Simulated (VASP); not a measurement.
# SnO in VASP: notebook

SnO is run at these levels: PBE+D3(BJ); tasks: single point.

All numbers are computed with VASP 6.6.1; they aren't measurements. Logs are shortened: lines on timing, memory, paths and dates and some standing lists are left out, and cuts for length are marked.

## Step 1: The cell of the first run

The cell holds a slab with vacuum, 8 atoms: a = 3.821 Å, b = 3.821 Å, c = 22.228 Å, α = 90.00°, β = 90.00°, γ = 90.00°.

## Step 2: Single point, PBE+D3(BJ) (layers slid over each other)

INCAR

```
  ALGO = Normal
  DIPOL = 0.5 0.5 0.404
  EDIFF = 1E-6
  ENCUT = 520
  GGA = PE
  IDIPOL = 3
  ISIF = 2
  ISMEAR = 0
  IVDW = 12
  LASPH = True
  LCHARG = False
  LDIPOL = True
  LREAL = False
  LWAVE = False
  NBANDS = 50
  NELM = 60
  PREC = Accurate
  SIGMA = 0.05
```

KPOINTS

```
k-points
0
Gamma
  7 7 1
```

POSCAR

```
SnO
1.0
    3.8205591572     -0.0000144285      0.0000000000
    0.0000145032      3.8205591572      0.0000000000
    0.0000000000      0.0000000000     22.2281056610
Sn O
4 4
Direct
    0.7499972356      0.2500027644      0.2024464014
    0.2499972356      0.7500027644      0.3088006209
    0.3749972356      0.8750027644      0.5000000000
    0.8749972356      0.3750027644      0.6063542196
    0.2499972356      0.2500027644      0.2556235111
    0.7499972356      0.7500027644      0.2556235111
    0.8749972356      0.8750027644      0.5531771098
    0.3749972356      0.3750027644      0.5531771098
```

Potentials or basis: VASP PAW PBE potentials, release 64 (Sn_d, O).

Launch:

```sh
> cat potpaw_PBE.64/Sn_d/POTCAR potpaw_PBE.64/O/POTCAR > POTCAR
> mpirun -np 1 vasp_std > vasp.out
```

OUTCAR:

```text
EDIFF = 1E-6
   ENCUT = 520
   GGA = PE
   ISIF = 2
   ISMEAR = 0
   IVDW = 12
   LASPH = True
   LREAL = False
   NELM = 60
   PREC = Accurate
 IVDW          = 12

 ion  position               nearest neighbor table
   1  0.750  0.250  0.202-   5 2.25   5 2.25   6 2.25   6 2.25   2 3.59   2 3.59   2 3.59   2 3.59

   2  0.250  0.750  0.309-   6 2.25   6 2.25   5 2.25   5 2.25   1 3.59   1 3.59   1 3.59   1 3.59

   3  0.375  0.875  0.500-   7 2.25   7 2.25   8 2.25   8 2.25   4 3.59   4 3.59   4 3.59   4 3.59

   4  0.875  0.375  0.606-   8 2.25   8 2.25   7 2.25   7 2.25   3 3.59   3 3.59   3 3.59   3 3.59

   5  0.250  0.250  0.256-   1 2.25   1 2.25   2 2.25   2 2.25
   6  0.750  0.750  0.256-   1 2.25   1 2.25   2 2.25   2 2.25
   7  0.875  0.875  0.553-   3 2.25   3 2.25   4 2.25   4 2.25
   8  0.375  0.375  0.553-   4 2.25   4 2.25   3 2.25   3 2.25

  LATTYP: Found a simple tetragonal cell.
 ALAT       =     3.8205591572
 C/A-ratio  =     5.8180242070

  Lattice vectors:

 A1 = (   3.8205591572,  -0.0000144285,   0.0000000000)
 A2 = (   0.0000145032,   3.8205591572,   0.0000000000)
 A3 = (   0.0000000000,   0.0000000000,  22.2281056610)

Analysis of symmetry for initial positions (statically):
=====================================================================
 Subroutine PRICEL returns:
 Original cell was already a primitive cell.

 Routine SETGRP: Setting up the symmetry group for a
 simple tetragonal supercell.

 Subroutine GETGRP returns: Found  4 space group operations
 (whereof  1 operations were pure point group operations)
 out of a pool of 16 trial point group operations.

The static configuration has the point symmetry C_1 .
 The point group associated with its full space group is C_2h.

Analysis of symmetry for dynamics (positions and initial velocities):
=====================================================================
 Subroutine PRICEL returns:
 Original cell was already a primitive cell.

 Routine SETGRP: Setting up the symmetry group for a
 simple tetragonal supercell.

 Subroutine GETGRP returns: Found  4 space group operations
 (whereof  1 operations were pure point group operations)
 out of a pool of 16 trial point group operations.

The dynamic configuration has the point symmetry C_1 .
 The point group associated with its full space group is C_2h.

 Subroutine INISYM returns: Found  4 space group operations
 (whereof  1 operations are pure point group operations),
 and found     1 'primitive' translations

----------------------------------------------------------------------------------------

                                     Primitive cell

  volume of cell :     324.4564

  direct lattice vectors                    reciprocal lattice vectors
     3.820559157 -0.000014428  0.000000000     0.261741792 -0.000000994  0.000000000
     0.000014503  3.820559157  0.000000000     0.000000988  0.261741792  0.000000000
     0.000000000  0.000000000 22.228105661     0.000000000  0.000000000  0.044988089

  length of vectors
     3.820559157  3.820559157 22.228105661     0.261741792  0.261741792  0.044988089

  position of ions in fractional coordinates (direct lattice)
     0.749997236  0.250002764  0.202446401
     0.249997236  0.750002764  0.308800621
     0.374997236  0.875002764  0.500000000
     0.874997236  0.375002764  0.606354220
     0.249997236  0.250002764  0.255623511
     0.749997236  0.750002764  0.255623511
     0.874997236  0.875002764  0.553177110
     0.374997236  0.375002764  0.553177110

  ion indices of the primitive-cell ions
   primitive index   ion index
                 1           1
                 2           2
                 3           3
                 4           4
                 5           5
                 6           6
                 7           7
                 8           8

----------------------------------------------------------------------------------------

 KPOINTS: k-points

Automatic generation of k-mesh.
 Grid dimensions read from file:
 generate k-points for:    7    7    1

 Generating k-lattice:

  Cartesian coordinates                     Fractional coordinates (reciprocal lattice)
     0.037391685 -0.000000142  0.000000000     0.142857143  0.000000000  0.000000000
     0.000000141  0.037391685  0.000000000    -0.000000000  0.142857143  0.000000000
     0.000000000  0.000000000  0.044988089     0.000000000  0.000000000  1.000000000

  Length of vectors
     0.037391685  0.037391685  0.044988089

  Shift w.r.t. Gamma in fractional coordinates (k-lattice)
     0.000000000  0.000000000  0.000000000

 Subroutine IBZKPT returns following result:
 ===========================================

 Found     16 irreducible k-points:

 Following reciprocal coordinates:
            Coordinates               Weight
  0.000000  0.000000  0.000000      1.000000
  0.142857  0.000000  0.000000      4.000000
  0.285714  0.000000  0.000000      4.000000
  0.428571  0.000000  0.000000      4.000000
  0.142857  0.142857  0.000000      2.000000
 -0.142857  0.142857  0.000000      2.000000
[... 8 lines left out ...]
  0.428571  0.428571  0.000000      2.000000
 -0.428571  0.428571  0.000000      2.000000
   k-points           NKPTS =     16   k-points in BZ     NKDIM =     16   number of bands    NBANDS=     50
   number of dos      NEDOS =    301   number of ions     NIONS =      8
   total plane-waves  NPLWV = 131712
   dimension x,y,z NGX =    28 NGY =   28 NGZ =  168
   dimension x,y,z NGXF=    56 NGYF=   56 NGZF=  336
   ions per type =               4   4
   NGX,Y,Z   is equivalent  to a cutoff of  12.18, 12.18, 12.56 a.u.
   NGXF,Y,Z  is equivalent  to a cutoff of  24.37, 24.37, 25.13 a.u.
 SYSTEM =  unknown system
   PREC   = accura    normal or accurate (medium, high low for compatibility)
   ISTART =      0    job   : 0-new  1-cont  2-samecut
   ICHARG =      2    charge: 1-file 2-atom 10-const
   ISPIN  =      1    spin polarized calculation?
   LNONCOLLINEAR =      F non collinear calculations
   LSORBIT =      F    spin-orbit coupling
   LASPH  =      T    aspherical Exc in radial PAW
   ENCUT  =  520.0 eV  38.22 Ry    6.18 a.u.   7.10  7.10 41.33*2*pi/ulx,y,z
   NELM   =     60;   NELMIN=  2; NELMDL= -5     # of ELM steps
   EDIFF  = 0.1E-05   stopping-criterion for ELM
   LREAL  =      F    real-space projection
[... 7 lines left out ...]
   TEBEG  =    0.0;   TEEND  =   0.0 temperature during run
   PSTRESS=    0.0 pullay stress
   NELECT =      80.0000    total number of electrons
   NUPDOWN=      -1.0000    fix difference up-down
   EMIN   =  10.00;   EMAX   =-10.00  energy-range for DOS
   EFERMI =   0.00;   METHOD = LEGACY
   ISMEAR =     0;   SIGMA  =   0.05  broadening in eV -4-tet -1-fermi 0-gaus
   EFERMI_NEDOS =   21; number of points for ismear=-14 and -15
   IALGO  =     38    algorithm
   IMIX   =      4    mixing-type and parameters
     AMIX     =   0.40;   BMIX     =  1.00
     AMIX_MAG =   1.60;   BMIX_MAG =  1.00
  volume/ion in A,a.u.               =      40.56       273.69
  Fermi-wavevector in a.u.,A,eV,Ry     =   1.026564  1.939925 14.338279  1.053834
  Thomas-Fermi vector in A             =   2.160463
   LORBIT       =      0    0 simple, 1 ext, 2 COOP (PROOUT), +10 PAW based schemes
   GGA     = PE    functional components
   LHFCALC =     F    Hartree Fock is set to
   AEXX    =    0.0000 exact exchange contribution
   IVDW    =    12    specifies the selected vdW correction
   LEPSILON=     F    determine dielectric tensor
   LRPA    =     F    only Hartree local field effects (RPA)
 non-spin polarized calculation
 Gauss-broadening in eV      SIGMA  =   0.05
  energy-cutoff  :      520.00
  volume of cell :      324.46
 maximum number of plane-waves:      8769
   NGX = 15   NGY = 15   NGZ = 83

 dipolmoment           0.000000      0.000000      0.000296 electrons x Angstroem

 number of electron      79.9999970 magnetization

 dipolmoment           0.000000      0.000000     -0.000007 electrons x Angstroem

 Free energy of the ion-electron system (eV)
  ---------------------------------------------------
  ext. energy  EPLUGINS =         0.00000000
  ---------------------------------------------------
  free energy    TOTEN  =       -45.13790777 eV

  energy without entropy =      -45.13790777  energy(sigma->0) =      -45.13790777

 E-fermi :   0.0708     XC(G=0):  -5.3191

 val. band max:       -0.1944424547   @ k =  -0.1429   0.1429   0.0000
 cond. band min:       2.3016973107   @ k =   0.4286   0.0000   0.0000
 fundamental gap:      2.4961397654
 Fermi energy:         0.0708327517

 k-point     1 :       0.0000    0.0000    0.0000
  band No.  band energies     occupation
      1     -21.0435      2.00000
      2     -21.0435      2.00000
      3     -20.6842      2.00000
      4     -20.6841      2.00000
      5     -20.6469      2.00000
      6     -20.6468      2.00000
[... 42 lines left out ...]
     49       5.2042      0.00000
     50       5.2049      0.00000

 k-point     2 :       0.1429    0.0000    0.0000
  band No.  band energies     occupation
      1     -21.0346      2.00000
      2     -21.0345      2.00000
      3     -20.6848      2.00000
      4     -20.6847      2.00000
      5     -20.6486      2.00000
      6     -20.6482      2.00000
[... 42 lines left out ...]
     49       5.3805      0.00000
     50       5.4976      0.00000

 k-point     3 :       0.2857    0.0000    0.0000
  band No.  band energies     occupation
      1     -21.0097      2.00000
      2     -21.0096      2.00000
      3     -20.7808      2.00000
      4     -20.7805      2.00000
      5     -20.6528      2.00000
      6     -20.6525      2.00000
[... 678 lines left out ...]
     49       5.9448      0.00000
     50       6.1484      0.00000

 k-point    16 :      -0.4286    0.4286    0.0000
  band No.  band energies     occupation
      1     -20.9847      2.00000
      2     -20.9845      2.00000
      3     -20.9710      2.00000
      4     -20.9705      2.00000
      5     -20.6512      2.00000
      6     -20.6511      2.00000
[... 42 lines left out ...]
     49       5.9456      0.00000
     50       6.1771      0.00000

------------------------ aborting loop because EDIFF is reached ----------------------------------------

 vacuum level on the upper side and lower side of the slab       (xc-potential included)        -0.162        -0.159

 Edisp (eV)   -1.23249

 E8    (eV) :    -0.5446

  FORCE on cell =-STRESS in cart. coord.  units (eV):
  Direction    XX          YY          ZZ          XY          YZ          ZX
  --------------------------------------------------------------------------------------
  -------------------------------------------------------------------------------------
  Total       0.18969     0.18969     0.26257     0.01252     0.15920     0.15920
  in kB       0.93670     0.93670     1.29658     0.06182     0.78614     0.78614
  external pressure =        1.06 kB  Pullay stress =        0.00 kB

 VOLUME and BASIS-vectors are now :
 -----------------------------------------------------------------------------
  energy-cutoff  :      520.00
  volume of cell :      324.46
      direct lattice vectors                 reciprocal lattice vectors
     3.820559157 -0.000014428  0.000000000     0.261741792 -0.000000994  0.000000000
     0.000014503  3.820559157  0.000000000     0.000000988  0.261741792  0.000000000
     0.000000000  0.000000000 22.228105661     0.000000000  0.000000000  0.044988089

 POSITION                                       TOTAL-FORCE (eV/Angst)
 -----------------------------------------------------------------------------------
      2.86541      0.95514      4.50000        -0.002943     -0.002943     -0.072914
      0.95514      2.86543      6.86405        -0.016710     -0.016710      0.054625
      1.43271      3.34299     11.11405         0.016710      0.016710     -0.054625
      3.34298      1.43271     13.47811         0.002943      0.002943      0.072914
      0.95513      0.95515      5.68203         0.005907     -0.015210      0.000066
      2.86542      2.86542      5.68203        -0.015210      0.005908      0.000066
      3.34299      3.34299     12.29608         0.015210     -0.005908     -0.000066
      1.43270      1.43271     12.29608        -0.005907      0.015210     -0.000066
 -----------------------------------------------------------------------------------
    total drift:                               -0.000000     -0.000000     -0.000356

  FREE ENERGIE OF THE ION-ELECTRON SYSTEM (eV)
  ---------------------------------------------------
  free  energy   TOTEN  =       -46.3703960100 eV

  energy  without entropy=      -46.3703960100  energy(sigma->0) =      -46.37039601

 vacuum level on the upper side and lower side of the slab         4.796         4.801
```

Wall time 4.6 min (1 thread of Intel Xeon Platinum 8559C (Emerald Rapids), shared host); peak memory 0.46 GiB.

Results:

```yaml
Free_energy: -46.3704 eV
Largest_force: 0.073 eV/Å
Band_gap_on_the_k_mesh: 2.50 eV (least direct gap 2.56 eV)
Dispersion_energy_per_atom: -0.154 eV
```

Forces in eV/Å, atoms in the order of the input:
```
Sn  -0.003 -0.003 -0.073
Sn  -0.017 -0.017  0.055
Sn   0.017  0.017 -0.055
Sn   0.003  0.003  0.073
O    0.006 -0.015  0.000
O   -0.015  0.006  0.000
O    0.015 -0.006  0.000
O   -0.006  0.015  0.000
```

Caveat: the cell differs from its parent crystal (layers slid over each other); spin-orbit coupling is left out, which moves the levels of the heavy elements.

## Step 3: Single point, PBE+D3(BJ) (layers slid over each other)

INCAR

```
SYSTEM = SnO
PREC = Accurate
ENCUT = 520
EDIFF = 1E-6
ISMEAR = 0
SIGMA = 0.05
LREAL = .False.
LASPH = .True.
NELM = 60
ALGO = Normal
ISIF = 2
LWAVE = .False.
LCHARG = .False.
LDIPOL = .True.
IDIPOL = 3
DIPOL = 0.5 0.5 0.404
GGA = PE
IVDW = 12
NBANDS = 50
```

KPOINTS

```
Automatic mesh
0
Gamma
  7 7 1
  0 0 0
```

POSCAR

```
SnO
1.0
    3.8205591572     -0.0000144285      0.0000000000
    0.0000145032      3.8205591572      0.0000000000
    0.0000000000      0.0000000000     22.2281056610
Sn O
4 4
Direct
    0.7499972356      0.2500027644      0.2024464014
    0.2499972356      0.7500027644      0.3088006209
    0.6249972356      1.1250027644      0.5000000000
    1.1249972356      0.6250027644      0.6063542196
    0.2499972356      0.2500027644      0.2556235111
    0.7499972356      0.7500027644      0.2556235111
    1.1249972356      1.1250027644      0.5531771098
    0.6249972356      0.6250027644      0.5531771098
```

Potentials or basis: VASP PAW PBE potentials, release 64 (Sn_d, O).

Launch:

```sh
> cat potpaw_PBE.64/Sn_d/POTCAR potpaw_PBE.64/O/POTCAR > POTCAR
> mpirun -np 1 vasp_std > vasp.out
```

It took 4.5 min on 1 thread of Intel Xeon Platinum 8559C (Emerald Rapids), shared host; peak memory 0.43 GiB.

Results (log left out):

```yaml
Free_energy: -46.4234 eV
Largest_force: 0.162 eV/Å
Band_gap_on_the_k_mesh: 2.57 eV (least direct gap 2.59 eV)
Dispersion_energy_per_atom: -0.154 eV
```

Forces on the atoms (eV/Å):
```
Sn  -0.002 -0.002 -0.069
Sn  -0.007 -0.007  0.162
Sn   0.007  0.007 -0.162
Sn   0.002  0.002  0.069
O    0.004 -0.010  0.010
O   -0.010  0.004  0.010
O    0.010 -0.004 -0.010
O   -0.004  0.010 -0.010
```

Levels at points of the mesh, in eV from the valence-band top:
```
           k point  band 37  band 38  band 39  band 40  band 41  band 42  band 43  band 44
(0.00, 0.00, 0.00)    -1.90    -1.90    -0.53    -0.02     2.57     2.90     2.91     3.78
```

Caveat: the cell differs from its parent crystal (layers slid over each other); spin-orbit coupling is left out, which moves the levels of the heavy elements.
